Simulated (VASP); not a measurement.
Wanted: the native input for a VASP 6.6.1 run.

- Task: single point
- Functional: PBE
- Potentials or basis: VASP PAW PBE potentials, release 64 (S)
- Cutoff: 500 eV
- k mesh: 16 × 16 × 16
- Occupations: fermi-dirac, width 0.15 eV
- Spin: no spin polarisation
- Dipole correction: no
- Further INCAR settings: ALGO = Normal; EDIFF = 1e-06; NBANDS = 9

The structure of S lies in POSCAR:

```
S
1.0
    1.6571209123      0.9567392088      0.8420846452
   -1.6571209123      0.9567392088      0.8420846452
    0.0000000000     -1.9134784074      0.8420846452
S
1
Direct
    0.0000000000      0.0000000000      0.0000000000
```

The input as run:

INCAR

```
PREC = Accurate
ENCUT = 500
EDIFF = 1E-6
ISMEAR = -1
SIGMA = 0.15
LREAL = False
LASPH = True
NELM = 120
ALGO = Normal
ISIF = 2
LWAVE = False
LCHARG = False
GGA = PE
NBANDS = 9
GGA_COMPAT = False
```

KPOINTS

```
regular mesh
0
Gamma
  16 16 16
```

Potentials or basis: VASP PAW PBE potentials, release 64 (S).

Command:

```sh
$ cat potpaw_PBE.64/S/POTCAR > POTCAR
$ mpirun -np 1 vasp_std > vasp.out
```

Results of the run:

```json
{"Pressure": "211.8 GPa", "Band gap on the k mesh": "zero (bands 3 and 4 overlap by 16.07 eV)"}
```

Caveat: the cell stands under pressure.

Run time: 6.6 s on 1 thread of Intel(R) Xeon(R) 6975P-C (Granite Rapids), with other jobs on the host, peak memory 0.13 GiB.
